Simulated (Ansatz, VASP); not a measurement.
## One calculation of Hf, two programs

```
Hf
1.0
     0.00000    2.26354    2.26354
     2.26354    0.00000    2.26354
     2.26354    2.26354    0.00000
Hf
1
Cartesian
  0.0000 0.0000 0.0000
```

Change from the starting cell: volume scaled by 1.06.

Alike in both runs: task single point; functional LDA; k mesh 13 × 13 × 13; occupations fermi-dirac, width 0.03 eV; no spin polarisation.

|  | VASP | Ansatz |
| --- | --- | --- |
| version | VASP 6.6.1 | Ansatz 0.2.0 |
| potentials or method | VASP PAW LDA potentials, release 64 (Hf_pv), cutoff 520 eV | all-electron LAPW, scalar-relativistic |

|  | VASP | Ansatz | Ansatz less VASP |
| --- | --- | --- | --- |
| pressure (GPa) | -10.7 | -10.7 | +0.01 |

LDA's correlation is that of Perdew and Zunger in VASP and of Perdew and Wang (1992) in Ansatz. Ansatz ran all-electron here, and VASP with PAW potentials.

Spin-orbit coupling is off throughout.
